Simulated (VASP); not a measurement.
# MgAl2Cl2 (P-3m1) in VASP: a series of runs, part 2 of 2

VASP 6.6.1. The steps go on from the part before.

### Step 3. Single point, PBE

This run uses another cell than the first one, of 28.52 Å³/atom, 1.008 times its volume.

Contents of INCAR:

```
SYSTEM = MgAl2Cl2
PREC = Accurate
ENCUT = 520
EDIFF = 1E-6
ISMEAR = -4
SIGMA = 0.1
LREAL = .False.
LASPH = .True.
NELM = 100
ALGO = Normal
ISIF = 2
LWAVE = .False.
LCHARG = .True.
GGA = PE
LELF = .True.
LVHAR = .True.
NBANDS = 19
```

Contents of KPOINTS:

```
Automatic mesh
0
Gamma
  5 5 3
  0 0 0
```

Contents of POSCAR:

```
MgAl2Cl2
1.0
    4.2475251729      0.0000003050      0.0000000000
   -2.1237628506      3.6784645505      0.0000000000
    0.0000000000      0.0000000000      9.1274730249
Al Cl Mg
2 2 1
Direct
    0.3333333333      0.6666666667      0.5177876576
    0.6666666667      0.3333333333      0.4822123424
    0.3333333333      0.6666666667      0.8721858964
    0.6666666667      0.3333333333      0.1278141036
    0.0000000000      0.0000000000      0.0000000000
```

Potentials or basis: VASP PAW PBE potentials, release 64 (Al, Cl, Mg).

The run is started by

```sh
cat potpaw_PBE.64/Al/POTCAR potpaw_PBE.64/Cl/POTCAR potpaw_PBE.64/Mg/POTCAR > POTCAR
mpirun -np 1 vasp_std > vasp.out
```

OUTCAR:

```text
SYSTEM = MgAl2Cl2
   PREC = Accurate
   ENCUT = 520
   EDIFF = 1E-6
   ISMEAR = -4
   LREAL = .False.
   LASPH = .True.
   NELM = 100
   ISIF = 2
   GGA = PE

 ion  position               nearest neighbor table
   1  0.333  0.667  0.518-   2 2.47   2 2.47   2 2.47
   2  0.667  0.333  0.482-   1 2.47   1 2.47   1 2.47
   3  0.333  0.667  0.872-   5 2.72   5 2.72   5 2.72
   4  0.667  0.333  0.128-   5 2.72   5 2.72   5 2.72
   5  0.000  0.000  0.000-   3 2.72   4 2.72   4 2.72   3 2.72   4 2.72   3 2.72

  LATTYP: Found a hexagonal cell.
 ALAT       =     4.2475251729
 C/A-ratio  =     2.1488920379

  Lattice vectors:

 A1 = (   4.2475251729,   0.0000003050,   0.0000000000)
 A2 = (  -2.1237628506,   3.6784645505,   0.0000000000)
 A3 = (   0.0000000000,   0.0000000000,   9.1274730249)

Analysis of symmetry for initial positions (statically):
=====================================================================
 Subroutine PRICEL returns:
 Original cell was already a primitive cell.

 Routine SETGRP: Setting up the symmetry group for a
 hexagonal supercell.

 Subroutine GETGRP returns: Found 12 space group operations
 (whereof 12 operations were pure point group operations)
 out of a pool of 24 trial point group operations.

The static configuration has the point symmetry D_3d.

Analysis of symmetry for dynamics (positions and initial velocities):
=====================================================================
 Subroutine PRICEL returns:
 Original cell was already a primitive cell.

 Routine SETGRP: Setting up the symmetry group for a
 hexagonal supercell.

 Subroutine GETGRP returns: Found 12 space group operations
 (whereof 12 operations were pure point group operations)
[... 113 lines left out ...]
   EFERMI_NEDOS =   21; number of points for ismear=-14 and -15
   IALGO  =     38    algorithm
   IMIX   =      4    mixing-type and parameters
     AMIX     =   0.40;   BMIX     =  1.00
     AMIX_MAG =   1.60;   BMIX_MAG =  1.00
  volume/ion in A,a.u.               =      28.52       192.48
  Fermi-wavevector in a.u.,A,eV,Ry     =   0.878007  1.659193 10.488683  0.770896
  Thomas-Fermi vector in A             =   1.998034
   LORBIT       =      0    0 simple, 1 ext, 2 COOP (PROOUT), +10 PAW based schemes
   GGA     = PE    functional components
   LHFCALC =     F    Hartree Fock is set to
   AEXX    =    0.0000 exact exchange contribution
   IVDW    =     0    specifies the selected vdW correction
   LEPSILON=     F    determine dielectric tensor
   LRPA    =     F    only Hartree local field effects (RPA)
 non-spin polarized calculation
 Fermi weights with tetrahedron method witout Bloechl corrections
  energy-cutoff  :      520.00
  volume of cell :      142.61
 maximum number of plane-waves:      3858
 NGX is ok and might be reduce to    32
   NGX = 15   NGY = 15   NGZ = 33

 number of electron      22.0000000 magnetization

 Free energy of the ion-electron system (eV)
  ---------------------------------------------------
  ext. energy  EPLUGINS =         0.00000000
  ---------------------------------------------------
  free energy    TOTEN  =       -15.15435404 eV

  energy without entropy =      -15.15435404  energy(sigma->0) =      -15.15435404

 E-fermi :   3.1503     XC(G=0):  -7.6808

 val. band max:        3.7061287545   @ k =   0.0000   0.0000   0.3333
 cond. band min:       3.0829932538   @ k =   0.2000   0.2000   0.3333
 fundamental gap:     -0.6231355007
 Fermi energy:         3.1502750867

 k-point     1 :       0.0000    0.0000    0.0000
  band No.  band energies     occupation
      1     -14.4165      2.00000
      2     -13.7551      2.00000
      3      -4.5223      2.00000
      4      -2.8816      2.00000
      5      -2.3486      2.00000
      6      -2.3486      2.00000
[... 241 lines left out ...]
      6      -2.2376      2.00000
[... 11 lines left out ...]
     18       8.2843      0.00000
     19       8.6657      0.00000

------------------------ aborting loop because EDIFF is reached ----------------------------------------

  FORCE on cell =-STRESS in cart. coord.  units (eV):
  Direction    XX          YY          ZZ          XY          YZ          ZX
  --------------------------------------------------------------------------------------
  -------------------------------------------------------------------------------------
  Total       -0.0868124     -0.0868124     -0.0262462      0.0000000     -0.0000000      0.0000000
  in kB       -0.9753020     -0.9753020     -0.2948656      0.0000000     -0.0000000      0.0000000
  external PRESSURE =      -0.7484898 kB  Pullay stress =       0.0000000 kB

 VOLUME and BASIS-vectors are now :
 -----------------------------------------------------------------------------
  energy-cutoff  :      520.00
  volume of cell :      142.61
      direct lattice vectors                 reciprocal lattice vectors
     4.247525173  0.000000305  0.000000000     0.235431202  0.135926291  0.000000000
    -2.123762851  3.678464551  0.000000000    -0.000000020  0.271852547  0.000000000
     0.000000000  0.000000000  9.127473025     0.000000000  0.000000000  0.109559349

 POSITION                                       TOTAL-FORCE (eV/Angst)
 -----------------------------------------------------------------------------------
     -0.00000      2.45231      4.72609        -0.000000      0.000000     -0.003966
      2.12376      1.22616      4.40138         0.000000     -0.000000      0.003966
     -0.00000      2.45231      7.96085         0.000000      0.000000      0.004598
      2.12376      1.22616      1.16662        -0.000000     -0.000000     -0.004598
      0.00000      0.00000      0.00000        -0.000000     -0.000000     -0.000000
 -----------------------------------------------------------------------------------
    total drift:                               -0.000000      0.000000      0.000000

  FREE ENERGIE OF THE ION-ELECTRON SYSTEM (eV)
  ---------------------------------------------------
  free  energy   TOTEN  =       -15.1543540436 eV

  energy  without entropy=      -15.1543540436  energy(sigma->0) =      -15.15435404
```

Run time: 19 s. Hardware: 1 thread of Intel Xeon 6975P-C (Granite Rapids), shared host; peak memory 0.25 GiB.

What came out:

* Free energy: -15.1544 eV
* Pressure: -0.1 GPa
* Largest force: 0.005 eV/Å
* Band gap on the k mesh: zero (band 11 reaches 3.71 eV, above the bottom of band 12 at 3.08 eV)

Forces on the atoms (eV/Å):
```
Al   0.000  0.000 -0.004
Al   0.000  0.000  0.004
Cl   0.000  0.000  0.005
Cl   0.000  0.000 -0.005
Mg   0.000  0.000  0.000
```

Levels at points of the mesh, in eV from the Fermi level:
```
           k point  band 7  band 8  band 9  band 10  band 11  band 12  band 13  band 14  band 15  band 16
(0.00, 0.00, 0.00)   -4.99   -4.99   -4.98    -0.83    -0.08     0.91     0.91     1.90     3.92     3.92
```
